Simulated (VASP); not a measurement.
Wanted: the native input for a VASP 6.6.1 run.

* Task: single point
* Functional: PBE
* Potentials or basis: VASP PAW PBE potentials, release 64 (Re)
* Cutoff: 520 eV
* k mesh: 18 × 18 × 10
* Occupations: gaussian, width 0.15 eV
* Spin: no spin polarisation
* Dipole correction: no
* Further INCAR settings: ALGO = Fast; EDIFF = 1e-06; NBANDS = 14

The structure of Re lies in POSCAR:

```
Re
1.0
    2.8489119573      0.0000000000      0.0000000000
   -1.4244559786      2.4672301281      0.0000000000
    0.0000000000      0.0000000000      4.4842238099
Re
2
Direct
    0.3333333333      0.6666666667      0.2066480157
    0.6666666667      0.3333333333      0.7933519843
```

This cell differs from its parent crystal: atoms displaced along a vibrational mode, the cell strained.

One way to write it, as run:

INCAR

```
PREC = Accurate ; ENCUT = 520
EDIFF = 1E-6 ; ISMEAR = 0
SIGMA = 0.15 ; LREAL = False
LASPH = True ; NELM = 100
ALGO = Fast ; ISIF = 2
LWAVE = False ; LCHARG = False
GGA = PE ; NBANDS = 14
```

KPOINTS

```
Automatic mesh
0
Gamma
  18 18 10
```

Potentials or basis: VASP PAW PBE potentials, release 64 (Re).

Run with:

```bash
$ cat potpaw_PBE.64/Re/POTCAR > POTCAR
$ mpirun -np 1 vasp_std > vasp.out
```

It gave:

```json
{
 "Pressure": "5.0 GPa",
 "Largest force": "4.254 eV/Å",
 "Band gap on the k mesh": "zero (bands 7 and 8 overlap by 2.49 eV)"
}
```

Caveat: the cell differs from its parent crystal (atoms displaced along a vibrational mode, the cell strained); the stress differs along the axes, from -1 to 16 GPa; spin-orbit coupling is left out, which moves the levels of the heavy elements; forces of over 1 eV/Å act on the atoms, so gaps and moduli don't describe the material at rest.

Wall time 65 s on 1 thread of Intel(R) Xeon(R) 6975P-C (Granite Rapids) (shared host), peak memory 0.25 GiB.
